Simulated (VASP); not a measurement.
## CdS: relaxation of cell and atoms with PBE0

The system is CdS.

```
Cd S
1.0
     0.00000    2.75324    2.75324
     2.75324    0.00000    2.75324
     2.75324    2.75324    0.00000
Cd S
1 1
Direct
  0.00000 0.00000 0.00000
  0.50000 0.50000 0.50000
```

| Quantity | Value |
| --- | --- |
| Program | VASP 6.6.1 |
| Task | relaxation of cell and atoms |
| Functional | PBE0 |
| Potentials or basis | VASP PAW PBE potentials, release 64 (Cd, S) |
| Cutoff | 600 eV |
| k mesh | 4 × 4 × 4 |
| Occupations | fermi-dirac, width 0.05 eV |
| Spin | no spin polarisation |
| Dipole correction | no |
| Grid for exact exchange (PRECFOCK) | Normal |
| Further INCAR settings | ALGO = Normal; EDIFF = 1e-06; IBRION = 2; EDIFFG = -0.01; NSW = 60; ISIF = 3 |
| Share of exact exchange | 0.25 |

- Relaxed volume: 20.39 Å³/atom
- Relaxed cell: a = 3.863 Å, b = 3.863 Å, c = 3.863 Å, α = 60.00°, β = 60.00°, γ = 60.00°
- Space group after relaxing (to 0.1 Å): Fm-3m (No. 225)
- Energy gained by relaxing: 2.8 meV/atom
- Ionic steps: 3
- Pressure after relaxing: 0.0 GPa
- Band gap on the k mesh: 1.96 eV (least direct gap 3.46 eV)

Step by step:
```
step  energy change (eV)  largest force (eV/Å)  pressure (GPa)  volume (Å³)
   1              0.0000                0.0000           -1.86        41.74
   2             -0.0042                0.0000            0.98        40.30
   3             -0.0057                0.0000            0.00        40.77
```

Final structure:
```
Cd S
1.0
     0.00000    2.73181    2.73181
     2.73181    0.00000    2.73181
     2.73181    2.73181    0.00000
Cd S
1 1
Direct
  0.00000 0.00000 0.00000
  0.50000 0.50000 0.50000
```

Levels at points of the mesh, in eV from the valence-band top:
```csv
k point,band 7,band 8,band 9,band 10,band 11,band 12
"(0.00, 0.00, 0.00)",-0.75,-0.75,-0.75,2.70,11.13,11.13
"(0.50, 0.00, 0.00)",-5.31,0.00,0.00,5.19,7.77,7.77
"(0.50, 0.50, 0.00)",-4.64,-2.30,-2.30,1.95,7.68,12.11
```

Run time: 16 min on 1 thread of Intel(R) Xeon(R) Platinum 8259CL CPU @ 2.50GHz (Skylake/Cascade Lake), on a shared host, peak memory 0.19 GiB.

Caveat: the k points lie up to 0.50 Å⁻¹ apart in the final cell; the PAW data sets were made with another functional, which shifts forces and pressure a little. A k mesh can miss the band edges.
